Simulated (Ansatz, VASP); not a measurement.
KCl in VASP and in Ansatz

File INCAR:

```
PREC = Accurate ; ENCUT = 400
EDIFF = 1E-8 ; ISMEAR = -1
SIGMA = 0.03 ; LREAL = F
LASPH = T ; NELM = 120
ALGO = Normal ; ISIF = 2
LWAVE = F ; LCHARG = F
GGA = PE ; LEFG = T
NBANDS = 15 ; GGA_COMPAT = F
```

File KPOINTS:

```
Automatic mesh
0
Gamma
  7 7 7
```

File POSCAR:

```
KCl
1.0
    0.0000000000      3.1976323944      3.1976323944
    3.1976323944      0.0000000000      3.1976323944
    3.1976323944      3.1976323944      0.0000000000
K Cl
1 1
Direct
    0.0000000000      0.0000000000      0.0000000000
    0.5000000000      0.5000000000      0.5000000000
```

Input for Ansatz:

```yaml
crystal:
  lattice:
    - [0.0, 3.1976323944, 3.1976323944]
    - [3.1976323944, 0.0, 3.1976323944]
    - [3.1976323944, 3.1976323944, 0.0]
  atoms:
    - { symbol: K, position: [0.0, 0.0, 0.0] }
    - { symbol: Cl, position: [0.5, 0.5, 0.5] }
kpoints:
  mp_grid: { grid: [7, 7, 7] }
scf:
  occupations: { method: fermi_dirac, width: 0.03 }
hamiltonian:
  xc: pbe
  pseudopotentials: { kind: all_electron, datasets: crystal }
output:
  forces: true
  stress: true
  eigenvalues: true
  efg: { contact_densities: true }
```

Change from the starting cell: volume scaled by 1.04, crystal datasets.

Alike in both runs: task electric field gradients; functional PBE; k mesh 7 × 7 × 7; occupations fermi-dirac, width 0.03 eV; no spin polarisation.

|  | VASP | Ansatz |
| --- | --- | --- |
| version | VASP 6.6.1 | Ansatz 0.2.0 |
| potentials or method | VASP PAW PBE potentials, release 64 (K_sv, Cl), cutoff 400 eV | all-electron PAW with datasets made for the crystal, scalar-relativistic |

```tsv
	VASP	Ansatz	Ansatz less VASP
gap on the k mesh at the Fermi level (eV)	5.02	5.03	+0.003
pressure (GPa)	-0.1	-0.1	-0.02
```

Ansatz ran all-electron here, and VASP with PAW potentials.
